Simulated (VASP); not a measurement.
# CdTe4 (Pm-3m) in VASP: single point with PBE

Aim: the single point of CdTe4 with PBE.

Program: VASP 6.6.1. These are calculated values, not measurements. Logs are shortened: lines on timing, memory, paths and dates and some standing lists are left out, and cuts for length are marked.

## (1) The cell of the first run

The structure is cubic, space group Pm-3m (No. 221). The conventional cell has a = 5.598 Å, b = 5.598 Å, c = 5.598 Å, α = 90.00°, β = 90.00°, γ = 90.00°. Within 5.2 Å of Cd (site symmetry m-3m) lie 20 Te at 3.96 to 4.85 Å. Te (site symmetry 4/mmm) has 2 Te at 2.80 Å within 3.7 Å. Te (site symmetry m-3m) has 6 Te at 2.80 Å within 3.7 Å.

The cell was built from a structure type or drawn by symmetry, and may not be a known phase.

## (2) Single point, PBE

INCAR

```
ALGO = Normal
EDIFF = 1E-6
ENCUT = 520
GGA = PE
ISIF = 2
ISMEAR = 0
LASPH = T
LCHARG = F
LREAL = F
LWAVE = F
NBANDS = 26
NELM = 60
PREC = Accurate
SIGMA = 0.1
```

KPOINTS

```
k-points
0
Gamma
  4 4 4
```

POSCAR

```
CdTe4
1.0
    5.5984600100      0.0000000000      0.0000000000
    0.0000000000      5.5984600100      0.0000000000
    0.0000000000      0.0000000000      5.5984600100
Cd Te
1 4
Direct
    0.0000000000      0.0000000000      0.0000000000
    0.0000000000      0.5000000000      0.5000000000
    0.5000000000      0.0000000000      0.5000000000
    0.5000000000      0.5000000000      0.0000000000
    0.5000000000      0.5000000000      0.5000000000
```

Potentials or basis: VASP PAW PBE potentials, release 64 (Cd, Te).

On the command line:

```console
$ cat potpaw_PBE.64/Cd/POTCAR potpaw_PBE.64/Te/POTCAR > POTCAR
$ mpirun -np 1 vasp_std > vasp.out
```

OUTCAR:

```text
EDIFF = 1E-6
   ENCUT = 520
   GGA = PE
   ISIF = 2
   ISMEAR = 0
   LASPH = T
   LREAL = F
   NELM = 60
   PREC = Accurate

 ion  position               nearest neighbor table
   1  0.000  0.000  0.000-
   2  0.000  0.500  0.500-   5 2.80   5 2.80
   3  0.500  0.000  0.500-   5 2.80   5 2.80
   4  0.500  0.500  0.000-   5 2.80   5 2.80
   5  0.500  0.500  0.500-   2 2.80   3 2.80   4 2.80   4 2.80   3 2.80   2 2.80

  LATTYP: Found a simple cubic cell.
 ALAT       =     5.5984600100

  Lattice vectors:

 A1 = (   5.5984600100,   0.0000000000,   0.0000000000)
 A2 = (   0.0000000000,   5.5984600100,   0.0000000000)
 A3 = (   0.0000000000,   0.0000000000,   5.5984600100)

Analysis of symmetry for initial positions (statically):
=====================================================================
 Subroutine PRICEL returns:
 Original cell was already a primitive cell.

 Routine SETGRP: Setting up the symmetry group for a
 simple cubic supercell.

 Subroutine GETGRP returns: Found 48 space group operations
 (whereof 48 operations were pure point group operations)
 out of a pool of 48 trial point group operations.

The static configuration has the point symmetry O_h .

Analysis of symmetry for dynamics (positions and initial velocities):
=====================================================================
 Subroutine PRICEL returns:
 Original cell was already a primitive cell.

 Routine SETGRP: Setting up the symmetry group for a
 simple cubic supercell.

 Subroutine GETGRP returns: Found 48 space group operations
 (whereof 48 operations were pure point group operations)
 out of a pool of 48 trial point group operations.

The dynamic configuration has the point symmetry O_h .

 Subroutine INISYM returns: Found 48 space group operations
 (whereof 48 operations are pure point group operations),
 and found     1 'primitive' translations

----------------------------------------------------------------------------------------

                                     Primitive cell

  volume of cell :     175.4712

  direct lattice vectors                    reciprocal lattice vectors
     5.598460010  0.000000000  0.000000000     0.178620549  0.000000000  0.000000000
     0.000000000  5.598460010  0.000000000     0.000000000  0.178620549  0.000000000
     0.000000000  0.000000000  5.598460010     0.000000000  0.000000000  0.178620549

  length of vectors
     5.598460010  5.598460010  5.598460010     0.178620549  0.178620549  0.178620549

  position of ions in fractional coordinates (direct lattice)
     0.000000000  0.000000000  0.000000000
     0.000000000  0.500000000  0.500000000
     0.500000000  0.000000000  0.500000000
     0.500000000  0.500000000  0.000000000
     0.500000000  0.500000000  0.500000000

  ion indices of the primitive-cell ions
   primitive index   ion index
                 1           1
                 2           2
                 3           3
                 4           4
                 5           5

----------------------------------------------------------------------------------------

 KPOINTS: k-points

Automatic generation of k-mesh.
 Grid dimensions read from file:
 generate k-points for:    4    4    4

 Generating k-lattice:

  Cartesian coordinates                     Fractional coordinates (reciprocal lattice)
     0.044655137  0.000000000  0.000000000     0.250000000  0.000000000  0.000000000
     0.000000000  0.044655137  0.000000000     0.000000000  0.250000000  0.000000000
     0.000000000  0.000000000  0.044655137     0.000000000  0.000000000  0.250000000

  Length of vectors
     0.044655137  0.044655137  0.044655137

  Shift w.r.t. Gamma in fractional coordinates (k-lattice)
     0.000000000  0.000000000  0.000000000

 Subroutine IBZKPT returns following result:
 ===========================================

 Found     10 irreducible k-points:

 Following reciprocal coordinates:
            Coordinates               Weight
  0.000000  0.000000  0.000000      1.000000
  0.250000  0.000000  0.000000      6.000000
  0.500000  0.000000  0.000000      3.000000
  0.250000  0.250000  0.000000     12.000000
  0.500000  0.250000  0.000000     12.000000
  0.500000  0.500000  0.000000      3.000000
  0.250000  0.250000  0.250000      8.000000
  0.500000  0.250000  0.250000     12.000000
  0.500000  0.500000  0.250000      6.000000
  0.500000  0.500000  0.500000      1.000000
   k-points           NKPTS =     10   k-points in BZ     NKDIM =     10   number of bands    NBANDS=     26
   number of dos      NEDOS =    301   number of ions     NIONS =      5
   total plane-waves  NPLWV =  74088
   dimension x,y,z NGX =    42 NGY =   42 NGZ =   42
   dimension x,y,z NGXF=    84 NGYF=   84 NGZF=   84
   ions per type =               1   4
   NGX,Y,Z   is equivalent  to a cutoff of  12.47, 12.47, 12.47 a.u.
   NGXF,Y,Z  is equivalent  to a cutoff of  24.94, 24.94, 24.94 a.u.
 SYSTEM =  unknown system
   PREC   = accura    normal or accurate (medium, high low for compatibility)
   ISTART =      0    job   : 0-new  1-cont  2-samecut
   ICHARG =      2    charge: 1-file 2-atom 10-const
   ISPIN  =      1    spin polarized calculation?
   LNONCOLLINEAR =      F non collinear calculations
   LSORBIT =      F    spin-orbit coupling
   LASPH  =      T    aspherical Exc in radial PAW
   ENCUT  =  520.0 eV  38.22 Ry    6.18 a.u.  10.41 10.41 10.41*2*pi/ulx,y,z
   NELM   =     60;   NELMIN=  2; NELMDL= -5     # of ELM steps
   EDIFF  = 0.1E-05   stopping-criterion for ELM
   LREAL  =      F    real-space projection
   EDIFFG = 0.1E-04   stopping-criterion for IOM
   NSW    =      0    number of steps for IOM
   IBRION =     -1    ionic relax: 0-MD 1-quasi-New 2-CG
   NFREE  =      0    steps in history (QN), initial steepest desc. (CG)
   ISIF   =      2    stress and relaxation
   ISYM   =      2    0-nonsym 1-usesym 2-fastsym
   POTIM  = 0.5000    time-step for ionic-motion
   TEBEG  =    0.0;   TEEND  =   0.0 temperature during run
   PSTRESS=    0.0 pullay stress
   NELECT =      36.0000    total number of electrons
   NUPDOWN=      -1.0000    fix difference up-down
   EMIN   =  10.00;   EMAX   =-10.00  energy-range for DOS
   EFERMI =   0.00;   METHOD = LEGACY
   ISMEAR =     0;   SIGMA  =   0.10  broadening in eV -4-tet -1-fermi 0-gaus
   EFERMI_NEDOS =   21; number of points for ismear=-14 and -15
   IALGO  =     38    algorithm
   IMIX   =      4    mixing-type and parameters
     AMIX     =   0.40;   BMIX     =  1.00
     AMIX_MAG =   1.60;   BMIX_MAG =  1.00
  volume/ion in A,a.u.               =      35.09       236.83
  Fermi-wavevector in a.u.,A,eV,Ry     =   0.965548  1.824621 12.684473  0.932282
  Thomas-Fermi vector in A             =   2.095274
   LORBIT       =      0    0 simple, 1 ext, 2 COOP (PROOUT), +10 PAW based schemes
   GGA     = PE    functional components
   LHFCALC =     F    Hartree Fock is set to
   AEXX    =    0.0000 exact exchange contribution
   IVDW    =     0    specifies the selected vdW correction
   LEPSILON=     F    determine dielectric tensor
   LRPA    =     F    only Hartree local field effects (RPA)
 non-spin polarized calculation
 Gauss-broadening in eV      SIGMA  =   0.10
  energy-cutoff  :      520.00
  volume of cell :      175.47
 maximum number of plane-waves:      4748
 NGX is ok and might be reduce to    42
   NGX = 21   NGY = 21   NGZ = 21

 number of electron      36.0000003 magnetization

 Free energy of the ion-electron system (eV)
  ---------------------------------------------------
  ext. energy  EPLUGINS =         0.00000000
  ---------------------------------------------------
  free energy    TOTEN  =       -10.56798011 eV

  energy without entropy =      -10.53411825  energy(sigma->0) =      -10.55104918

 E-fermi :   3.8797     XC(G=0):  -8.8147

 val. band max:        3.8683003515   @ k =   0.5000   0.2500   0.0000
 cond. band min:       3.8893711467   @ k =   0.5000   0.5000   0.0000
 fundamental gap:      0.0210707951
 Fermi energy:         3.8796876213

 k-point     1 :       0.0000    0.0000    0.0000
  band No.  band energies     occupation
      1     -10.0011      2.00000
      2      -6.1244      2.00000
      3      -6.1244      2.00000
      4      -3.9482      2.00000
      5      -3.9482      2.00000
      6      -3.9482      2.00000
[... 18 lines left out ...]
     25       9.0888      0.00000
     26       9.0888      0.00000

 k-point     2 :       0.2500    0.0000    0.0000
  band No.  band energies     occupation
      1      -9.8599      2.00000
      2      -6.5914      2.00000
      3      -6.1118      2.00000
      4      -4.4391      2.00000
      5      -3.9542      2.00000
      6      -3.9542      2.00000
[... 18 lines left out ...]
     25       9.3824      0.00000
     26       9.3824      0.00000

 k-point     3 :       0.5000    0.0000    0.0000
  band No.  band energies     occupation
      1      -9.6858      2.00000
      2      -7.0780      2.00000
      3      -6.0990      2.00000
      4      -4.5888      2.00000
      5      -3.9601      2.00000
      6      -3.9601      2.00000
[... 18 lines left out ...]
     25       9.7670      0.00000
     26       9.7670      0.00000

 k-point     4 :       0.2500    0.2500    0.0000
  band No.  band energies     occupation
      1      -9.7096      2.00000
      2      -6.6521      2.00000
      3      -6.4457      2.00000
      4      -4.9474      2.00000
      5      -3.9540      2.00000
      6      -3.9539      2.00000
[... 18 lines left out ...]
     25       9.1812      0.00000
     26       9.2695      0.00000
[... 90 lines left out ...]
      1      -9.3397      2.00000
      2      -7.0371      2.00000
      3      -6.6240      2.00000
      4      -5.9071      2.00000
      5      -3.9501      2.00000
      6      -3.9475      2.00000
[... 18 lines left out ...]
     25       8.8435      0.00000
     26      10.3460      0.00000

 k-point     9 :       0.5000    0.5000    0.2500
  band No.  band energies     occupation
      1      -9.0954      2.00000
      2      -7.0182      2.00000
      3      -7.0182      2.00000
      4      -6.2206      2.00000
      5      -3.9445      2.00000
      6      -3.9444      2.00000
[... 18 lines left out ...]
     25       8.6478      0.00000
     26      11.0665      0.00000

 k-point    10 :       0.5000    0.5000    0.5000
  band No.  band energies     occupation
      1      -8.7859      2.00000
      2      -7.0034      2.00000
      3      -7.0034      2.00000
      4      -7.0034      2.00000
      5      -3.9386      2.00000
      6      -3.9386      2.00000
[... 18 lines left out ...]
     25       9.2851      0.00000
     26      10.5498      0.00000

------------------------ aborting loop because EDIFF is reached ----------------------------------------

  FORCE on cell =-STRESS in cart. coord.  units (eV):
  Direction    XX          YY          ZZ          XY          YZ          ZX
  --------------------------------------------------------------------------------------
  -------------------------------------------------------------------------------------
  Total        4.9243330      4.9243330      4.9243330      0.0000000      0.0000000      0.0000000
  in kB       44.9626865     44.9626865     44.9626865      0.0000000      0.0000000      0.0000000
  external PRESSURE =      44.9626865 kB  Pullay stress =       0.0000000 kB

 VOLUME and BASIS-vectors are now :
 -----------------------------------------------------------------------------
  energy-cutoff  :      520.00
  volume of cell :      175.47
      direct lattice vectors                 reciprocal lattice vectors
     5.598460010  0.000000000  0.000000000     0.178620549  0.000000000  0.000000000
     0.000000000  5.598460010  0.000000000     0.000000000  0.178620549  0.000000000
     0.000000000  0.000000000  5.598460010     0.000000000  0.000000000  0.178620549

 POSITION                                       TOTAL-FORCE (eV/Angst)
 -----------------------------------------------------------------------------------
      0.00000      0.00000      0.00000         0.000000      0.000000      0.000000
      0.00000      2.79923      2.79923         0.000000      0.000000      0.000000
      2.79923      0.00000      2.79923         0.000000      0.000000      0.000000
      2.79923      2.79923      0.00000         0.000000      0.000000      0.000000
      2.79923      2.79923      2.79923         0.000000      0.000000      0.000000
 -----------------------------------------------------------------------------------
    total drift:                               -0.000000     -0.000000      0.000000

  FREE ENERGIE OF THE ION-ELECTRON SYSTEM (eV)
  ---------------------------------------------------
  free  energy   TOTEN  =       -10.5679801084 eV

  energy  without entropy=      -10.5341182510  energy(sigma->0) =      -10.55104918
```

It took 69 s on 1 thread of Intel Xeon 8259CL, shared host; peak memory 0.27 GiB.

Results:

| Quantity | Value |
| --- | --- |
| Free energy | -10.5680 eV |
| Pressure | 4.5 GPa |
| Band gap on the k mesh | zero (bands 18 and 19 overlap by 0.91 eV) |

Caveat: the cell stands under pressure; spin-orbit coupling is left out, which moves the levels of the heavy elements.
